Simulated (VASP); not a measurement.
# Si4C5 in VASP: a series of runs

Runs on Si4C5. Level: PBE. Tasks: single point.

Program: VASP 6.6.1. These are calculated values, not measurements. Logs are shortened: lines on timing, memory, paths and dates and some standing lists are left out, and cuts for length are marked.

## (1) The cell of the first run

The cell holds a slab with vacuum, 9 atoms: a = 3.092 Å, b = 5.074 Å, c = 18.969 Å, α = 90.00°, β = 90.00°, γ = 90.00°.

## (2) Single point, PBE, collinear spin

Contents of INCAR:

```
SYSTEM = Si4C5
PREC     = Accurate       ! precision mode
ENCUT    = 520            ! plane-wave cutoff, eV
EDIFF    = 1E-6           ! SCF threshold, eV
ISMEAR   = 0              ! smearing method
SIGMA    = 0.05           ! smearing width, eV
LREAL    = .FALSE.        ! projectors in reciprocal space
LASPH    = .TRUE.         ! aspherical terms in the spheres
NELM     = 150            ! most SCF steps
ALGO     = Normal         ! electronic algorithm
ISIF     = 2              ! what is computed and relaxed
LWAVE    = .FALSE.        ! write WAVECAR
LCHARG   = .FALSE.        ! write CHGCAR
ISPIN    = 2              ! spin polarisation
MAGMOM   = 0 0 0 0 0 0 0 0 2 ! initial moments
LORBIT   = 11             ! projections on sites
LDIPOL   = .TRUE.       
IDIPOL   = 3            
DIPOL    = 0.5 0.5 0.320
GGA      = PE             ! functional
NBANDS   = 32             ! bands
```

Contents of KPOINTS:

```
regular mesh
0
G
  9 5 1
  0 0 0
```

Contents of POSCAR:

```
Si4C5
1.0
    3.0920147294      0.0000000000      0.0000000000
    0.0000000000      5.0738209150      0.0000000000
    0.0000000000      0.0000000000     18.9686857271
Si C
4 5
Direct
    0.0000000000      0.9954360478      0.2108738611
    0.5000000000      0.4954360478      0.2579297184
    0.5000000000      0.9936728437      0.3565277199
    0.0000000000      0.4650509218      0.3853429993
    0.0000000000      0.6195639522      0.2108738611
    0.5000000000      0.1195639522      0.2579297184
    0.5000000000      0.6250367736      0.3569005385
    0.0000000000      0.1238202484      0.3937376492
    0.3333333333      0.2904869151      0.4503929368
```

Potentials or basis: VASP PAW PBE potentials, release 64 (Si, C).

On the command line:

```sh
cat potpaw_PBE.64/Si/POTCAR potpaw_PBE.64/C/POTCAR > POTCAR
mpirun -np 1 vasp_std > vasp.out
```

OUTCAR:

```text
SYSTEM = Si4C5
   PREC = Accurate
   ENCUT = 520
   EDIFF = 1E-6
   ISMEAR = 0
   LREAL = .FALSE.
   LASPH = .TRUE.
   NELM = 150
   ISIF = 2
   ISPIN = 2
   LORBIT = 11
   GGA = PE

 ion  position               nearest neighbor table
   1  0.000  0.995  0.211-   6 1.89   6 1.89   5 1.91   2 3.10   2 3.10   2 3.10   2 3.10
   2  0.500  0.495  0.258-   5 1.89   5 1.89   6 1.91   7 1.99   4 2.87   4 2.87   1 3.10   1 3.10
                             1 3.10   1 3.10   3 3.14
   3  0.500  0.994  0.357-   8 1.82   8 1.82   7 1.87   6 1.98   9 2.39   4 2.90   4 2.90   4 3.14
                             4 3.14   2 3.14
   4  0.000  0.465  0.385-   8 1.74   7 1.83   7 1.83   9 1.84   9 2.56   2 2.87   2 2.87   3 2.90
                             3 2.90   3 3.14   3 3.14
   5  0.000  0.620  0.211-   2 1.89   2 1.89   1 1.91
   6  0.500  0.120  0.258-   1 1.89   1 1.89   2 1.91   3 1.98
   7  0.500  0.625  0.357-   4 1.83   4 1.83   3 1.87   2 1.99
   8  0.000  0.124  0.394-   9 1.71   4 1.74   3 1.82   3 1.82
   9  0.333  0.290  0.450-   8 1.71   4 1.84   3 2.39   4 2.56

  LATTYP: Found a simple orthorhombic cell.
 ALAT       =     3.0920147294
 B/A-ratio  =     1.6409433198
 C/A-ratio  =     6.1347333008

  Lattice vectors:

 A1 = (   3.0920147294,   0.0000000000,   0.0000000000)
 A2 = (   0.0000000000,   5.0738209150,   0.0000000000)
 A3 = (   0.0000000000,   0.0000000000,  18.9686857271)

Analysis of symmetry for initial positions (statically):
=====================================================================
 Subroutine PRICEL returns:
 Original cell was already a primitive cell.

 Routine SETGRP: Setting up the symmetry group for a
 simple orthorhombic supercell.

 Subroutine GETGRP returns: Found  1 space group operations
 (whereof  1 operations were pure point group operations)
 out of a pool of  8 trial point group operations.

The static configuration has the point symmetry C_1 .

Analysis of symmetry for dynamics (positions and initial velocities):
=====================================================================
 Subroutine PRICEL returns:
 Original cell was already a primitive cell.

 Routine SETGRP: Setting up the symmetry group for a
 simple orthorhombic supercell.

 Subroutine GETGRP returns: Found  1 space group operations
 (whereof  1 operations were pure point group operations)
 out of a pool of  8 trial point group operations.

The dynamic configuration has the point symmetry C_1 .

Analysis of structural, dynamic, and magnetic symmetry:
=====================================================================
 Subroutine PRICEL returns:
 Original cell was already a primitive cell.

 Routine SETGRP: Setting up the symmetry group for a
 simple orthorhombic supercell.

 Subroutine GETGRP returns: Found  1 space group operations
 (whereof  1 operations were pure point group operations)
 out of a pool of  8 trial point group operations.

The overall configuration has the point symmetry C_1 .

 Subroutine INISYM returns: Found  1 space group operations
 (whereof  1 operations are pure point group operations),
 and found     1 'primitive' translations

----------------------------------------------------------------------------------------

                                     Primitive cell

  volume of cell :     297.5870

  direct lattice vectors                    reciprocal lattice vectors
     3.092014729  0.000000000  0.000000000     0.323413725  0.000000000  0.000000000
     0.000000000  5.073820915  0.000000000     0.000000000  0.197090125  0.000000000
     0.000000000  0.000000000 18.968685727     0.000000000  0.000000000  0.052718465

  length of vectors
     3.092014729  5.073820915 18.968685727     0.323413725  0.197090125  0.052718465

  position of ions in fractional coordinates (direct lattice)
     0.000000000  0.995436048  0.210873861
     0.500000000  0.495436048  0.257929718
     0.500000000  0.993672844  0.356527720
     0.000000000  0.465050922  0.385342999
     0.000000000  0.619563952  0.210873861
     0.500000000  0.119563952  0.257929718
     0.500000000  0.625036774  0.356900538
     0.000000000  0.123820248  0.393737649
     0.333333333  0.290486915  0.450392937

  ion indices of the primitive-cell ions
   primitive index   ion index
                 1           1
[... 77 lines left out ...]
   NELM   =    150;   NELMIN=  2; NELMDL= -5     # of ELM steps
   EDIFF  = 0.1E-05   stopping-criterion for ELM
   LREAL  =      F    real-space projection
   EDIFFG = 0.1E-04   stopping-criterion for IOM
   NSW    =      0    number of steps for IOM
   IBRION =     -1    ionic relax: 0-MD 1-quasi-New 2-CG
   NFREE  =      0    steps in history (QN), initial steepest desc. (CG)
   ISIF   =      2    stress and relaxation
   ISYM   =      2    0-nonsym 1-usesym 2-fastsym
   POTIM  = 0.5000    time-step for ionic-motion
   TEBEG  =    0.0;   TEEND  =   0.0 temperature during run
   PSTRESS=    0.0 pullay stress
   NELECT =      36.0000    total number of electrons
   NUPDOWN=      -1.0000    fix difference up-down
   EMIN   =  10.00;   EMAX   =-10.00  energy-range for DOS
   EFERMI =   0.00;   METHOD = LEGACY
   ISMEAR =     0;   SIGMA  =   0.05  broadening in eV -4-tet -1-fermi 0-gaus
   EFERMI_NEDOS =   21; number of points for ismear=-14 and -15
   IALGO  =     38    algorithm
   IMIX   =      4    mixing-type and parameters
     AMIX     =   0.40;   BMIX     =  1.00
     AMIX_MAG =   1.60;   BMIX_MAG =  1.00
  volume/ion in A,a.u.               =      33.07       223.14
  Fermi-wavevector in a.u.,A,eV,Ry     =   0.809663  1.530041  8.919359  0.655554
  Thomas-Fermi vector in A             =   1.918696
   LORBIT       =     11    0 simple, 1 ext, 2 COOP (PROOUT), +10 PAW based schemes
   GGA     = PE    functional components
   LHFCALC =     F    Hartree Fock is set to
   AEXX    =    0.0000 exact exchange contribution
   IVDW    =     0    specifies the selected vdW correction
   LEPSILON=     F    determine dielectric tensor
   LRPA    =     F    only Hartree local field effects (RPA)
 spin polarized calculation
 Gauss-broadening in eV      SIGMA  =   0.05
  energy-cutoff  :      520.00
  volume of cell :      297.59
 maximum number of plane-waves:      8052
 NGX is ok and might be reduce to    24
   NGX = 11   NGY = 19   NGZ = 71

 dipolmoment           0.000000      0.000000     -0.002191 electrons x Angstroem

 number of electron      35.9999997 magnetization       0.0018323

 number of electron      35.9999997 magnetization      -0.0011388

 dipolmoment           0.000000      0.000000      0.064258 electrons x Angstroem

 Free energy of the ion-electron system (eV)
  ---------------------------------------------------
  ext. energy  EPLUGINS =         0.00000000
  ---------------------------------------------------
  free energy    TOTEN  =       -58.99847146 eV

  energy without entropy =      -58.99660728  energy(sigma->0) =      -58.99753937

 E-fermi :  -0.9943     XC(G=0):  -4.3404

 val. band max:       -1.0215526940   @ k =   0.1111   0.0000   0.0000
 cond. band min:      -0.9634499594   @ k =   0.4444   0.4000   0.0000
 fundamental gap:      0.0581027346
 Fermi energy:        -0.9943422168

 spin component 1

 k-point     1 :       0.0000    0.0000    0.0000
  band No.  band energies     occupation
      1     -17.8246      1.00000
      2     -15.4658      1.00000
      3     -13.8955      1.00000
      4     -12.2665      1.00000
      5     -11.2642      1.00000
      6      -9.7430      1.00000
[... 748 lines left out ...]
     29       6.1262      0.00000
     30       6.4825      0.00000
 Fermi energy:        -0.9943422168

 spin component 2

 k-point     1 :       0.0000    0.0000    0.0000
  band No.  band energies     occupation
      1     -17.8252      1.00000
      2     -15.4660      1.00000
      3     -13.8956      1.00000
      4     -12.2670      1.00000
      5     -11.2646      1.00000
      6      -9.7429      1.00000
[... 748 lines left out ...]
     29       6.1264      0.00000
     30       6.4826      0.00000
 [bands above 30 left out]

------------------------ aborting loop because EDIFF is reached ----------------------------------------

 vacuum level on the upper side and lower side of the slab       (xc-potential included)         0.361        -0.360

  FORCE on cell =-STRESS in cart. coord.  units (eV):
  Direction    XX          YY          ZZ          XY          YZ          ZX
  --------------------------------------------------------------------------------------
  -------------------------------------------------------------------------------------
  Total        4.3840123      4.4697857     -2.0204420     -2.8499551     -2.0823804     -3.5144560
  in kB       23.6030657     24.0648609    -10.8778494    -15.3438616    -11.2113195    -18.9214653
  external PRESSURE =      12.2633591 kB  Pullay stress =       0.0000000 kB

 VOLUME and BASIS-vectors are now :
 -----------------------------------------------------------------------------
  energy-cutoff  :      520.00
  volume of cell :      297.59
      direct lattice vectors                 reciprocal lattice vectors
     3.092014729  0.000000000  0.000000000     0.323413725  0.000000000  0.000000000
     0.000000000  5.073820915  0.000000000     0.000000000  0.197090125  0.000000000
     0.000000000  0.000000000 18.968685727     0.000000000  0.000000000  0.052718465

 POSITION                                       TOTAL-FORCE (eV/Angst)
 -----------------------------------------------------------------------------------
      0.00000      5.05066      4.00000        -0.044403     -1.952584      1.793049
      1.54601      2.51375      4.89259         0.088573      0.943447     -2.475751
      1.54601      5.04172      6.76286         0.194613     -0.965687     -1.115034
      0.00000      2.35959      7.30945        -1.044272      3.518128      1.283556
      0.00000      3.14356      4.00000        -0.034218      1.065578      1.374427
      1.54601      0.60665      4.89259         0.107268      0.391777     -0.347005
      1.54601      3.17132      6.76993         0.649932      0.166821     -1.608331
      0.00000      0.62824      7.46869         2.740938     -1.563365      1.075032
      1.03067      1.47388      8.54336        -2.658430     -1.604113      0.020058
 -----------------------------------------------------------------------------------
    total drift:                               -0.000019     -0.000164      0.000159

  FREE ENERGIE OF THE ION-ELECTRON SYSTEM (eV)
  ---------------------------------------------------
  free  energy   TOTEN  =       -58.9984714564 eV

  energy  without entropy=      -58.9966072839  energy(sigma->0) =      -58.99753937

 vacuum level on the upper side and lower side of the slab         4.637         3.895

 total charge

# of ion       s       p       d       tot
------------------------------------------
    1        0.747   0.865   0.000   1.612
    2        0.709   0.922   0.000   1.631
    3        0.718   0.939   0.000   1.657
    4        0.729   1.060   0.000   1.790
    5        0.855   1.530   0.000   2.385
    6        0.850   1.632   0.000   2.482
    7        0.861   1.682   0.000   2.542
    8        0.870   1.687   0.000   2.557
    9        1.004   1.205   0.000   2.209
--------------------------------------------------
tot          7.342  11.523   0.000  18.865

 magnetization (x)

# of ion       s       p       d       tot
------------------------------------------
    1        0.000   0.000   0.000   0.000
    2        0.000   0.000   0.000   0.000
    3       -0.000  -0.000   0.000  -0.000
    4       -0.000   0.000   0.000   0.000
    5       -0.000  -0.000   0.000  -0.000
    6       -0.000  -0.000   0.000  -0.000
    7        0.000   0.000   0.000   0.000
    8       -0.000  -0.000   0.000  -0.000
    9       -0.000  -0.000   0.000  -0.001
--------------------------------------------------
tot         -0.000  -0.001   0.000  -0.001
```

Run time: 10 min. Hardware: 1 thread of Intel Xeon Platinum 8488C (Sapphire Rapids), shared host; peak memory 0.64 GiB.

What came out:

| Quantity | Value |
| --- | --- |
| Free energy | -58.9985 eV |
| Largest force | 3.888 eV/Å |
| Band gap on the k mesh | 0.06 eV (least direct gap 0.39 eV) |
| Net moment | 0.00 μB per cell |
| Valence electrons inside the program's atomic spheres | Si 1.61, 1.63, 1.66, 1.79; C 2.38, 2.48, 2.54, 2.56, 2.21 |

Forces on the atoms (eV/Å):
```
Si  -0.044 -1.953  1.793
Si   0.089  0.943 -2.476
Si   0.195 -0.966 -1.115
Si  -1.044  3.518  1.284
C   -0.034  1.066  1.374
C    0.107  0.392 -0.347
C    0.650  0.167 -1.608
C    2.741 -1.563  1.075
C   -2.658 -1.604  0.020
```

Caveat: semilocal functionals underestimate gaps, and a narrow one can read as zero.

## (3) Single point, PBE, collinear spin

Contents of INCAR:

```
ALGO = Normal
DIPOL = 0.5 0.5 0.320
EDIFF = 1E-6
ENCUT = 520
GGA = PE
IDIPOL = 3
ISIF = 2
ISMEAR = 0
ISPIN = 2
LASPH = True
LCHARG = True
LDIPOL = True
LELF = True
LORBIT = 11
LREAL = False
LVACPOTAV = True
LVHAR = True
LWAVE = False
MAGMOM = 0 0 0 0 0 0 0 0 2
NBANDS = 32
NELM = 150
PREC = Accurate
SIGMA = 0.05
```

Contents of KPOINTS:

```
k-points
0
Gamma
  9 5 1
```

Edit POSCAR of step 2 so:

```diff
@@ -16,2 +16,2 @@
     0.0000000000      0.1238202484      0.3937376492
-    0.3333333333      0.2904869151      0.4503929368
+    0.3333333333      0.1238202484      0.4486092290
```

Potentials or basis: VASP PAW PBE potentials, release 64 (Si, C).

On the command line:

```sh
cat potpaw_PBE.64/Si/POTCAR potpaw_PBE.64/C/POTCAR > POTCAR
mpirun -np 1 vasp_std > vasp.out
```

Run time: 27 min. Hardware: 1 thread of Intel Xeon 8259CL, shared host; peak memory 0.65 GiB.

It converged, with:

```yaml
Free_energy: -59.1516 eV
Largest_force: 3.165 eV/Å
Net_moment: 0.23 μB per cell
Site_moments: Si +0.09, +0.01 (each value once); C -0.02, +0.00, -0.01 (each value once) μB
Valence_electrons_inside_the_program's_atomic_spheres: Si 1.62, 1.63, 1.69, 1.70; C 2.38, 2.48, 2.53, 2.65, 2.29
```

Forces on the atoms (eV/Å):
```
Si   0.005 -1.745  1.468
Si  -0.014  0.557 -2.821
Si   1.078 -1.916 -2.276
Si   0.309  2.243  0.799
C    0.013  0.958  1.625
C    0.020  0.427  0.081
C   -0.138  0.082  0.234
C    0.611 -1.563  0.818
C   -1.884  0.957  0.073
```

Levels at points of the mesh, in eV from the Fermi level:
Spin up:
```csv
k point,band 15,band 16,band 17,band 18,band 19,band 20,band 21,band 22
"(0.00, 0.00, 0.00)",-1.83,-1.05,-0.85,-0.60,0.46,0.86,2.06,3.04
```
Spin down:
```tsv
k point	band 14	band 15	band 16	band 17	band 18	band 19	band 20	band 21	band 22	band 23
(0.00, 0.00, 0.00)	-2.38	-1.83	-1.04	-0.86	-0.60	0.55	1.16	2.10	3.07	4.02
```

The gap in the log of VASP goes by the Fermi energy; the results here count the filled bands.